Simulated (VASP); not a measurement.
Bi2Se3: single point with PBE

Bi2Se3:

```
Bi Se
1.0
     2.07150    1.19598    9.25897
    -2.07150    1.19598    9.25897
     0.00000   -2.39196    9.25897
Bi Se
2 3
Direct
  0.40080 0.40080 0.40080
  0.59920 0.59920 0.59920
  0.00000 0.00000 0.00000
  0.21170 0.21170 0.21170
  0.78830 0.78830 0.78830
```

This cell differs from its parent crystal: zz strain of -3 %.

```
Program                : VASP 6.6.1
Task                   : single point
Functional             : PBE
Potentials or basis    : VASP PAW PBE potentials, release 64 (Bi_d, Se)
Cutoff                 : 520 eV
k mesh                 : 6 × 6 × 6
Occupations            : fermi-dirac, width 0.03 eV
Spin                   : no spin polarisation
Dipole correction      : no
Further INCAR settings : ALGO = Normal; EDIFF = 1e-07; NBANDS = 32
```

| Property | Result |
| --- | --- |
| Pressure | 4.7 GPa |
| Largest force | 0.488 eV/Å |
| Band gap on the k mesh | 0.10 eV |

Forces in eV/Å, atoms in the order of the input:
```
Bi   0.000  0.000 -0.249
Bi   0.000  0.000  0.249
Se   0.000  0.000  0.000
Se   0.000  0.000 -0.488
Se   0.000  0.000  0.488
```

Stress tensor (GPa, compression positive):
```
4.34 0.00 0.00
0.00 4.34 0.00
0.00 0.00 5.45
```

Levels at points of the mesh, in eV from the valence-band top:
| k point | band 20 | band 21 | band 22 | band 23 | band 24 | band 25 | band 26 | band 27 | band 28 | band 29 |
| --- | --- | --- | --- | --- | --- | --- | --- | --- | --- | --- |
| (0.00, 0.00, 0.00) | -2.02 | -2.02 | -1.35 | -1.35 | 0.00 | 0.10 | 1.29 | 1.29 | 2.07 | 2.79 |
| (0.50, 0.00, 0.00) | -3.20 | -3.06 | -2.16 | -1.29 | -0.50 | 0.83 | 1.96 | 3.01 | 3.44 | 4.06 |
| (0.50, 0.50, 0.00) | -2.70 | -1.97 | -1.87 | -1.77 | -0.86 | 1.43 | 2.07 | 2.71 | 3.11 | 3.67 |
| (0.50, 0.50, 0.50) | -1.76 | -1.63 | -1.56 | -1.56 | -0.41 | 0.52 | 1.65 | 1.65 | 2.02 | 2.38 |

Run time: 8.9 min on 1 thread of Intel(R) Xeon(R) Platinum 8259CL CPU @ 2.50GHz (Skylake/Cascade Lake) (shared host), peak memory 0.74 GiB.

Caveat: the cell differs from its parent crystal (zz strain of -3 %); the cell stands under pressure; spin-orbit coupling is left out, which moves the levels of the heavy elements. A k mesh can miss the band edges.
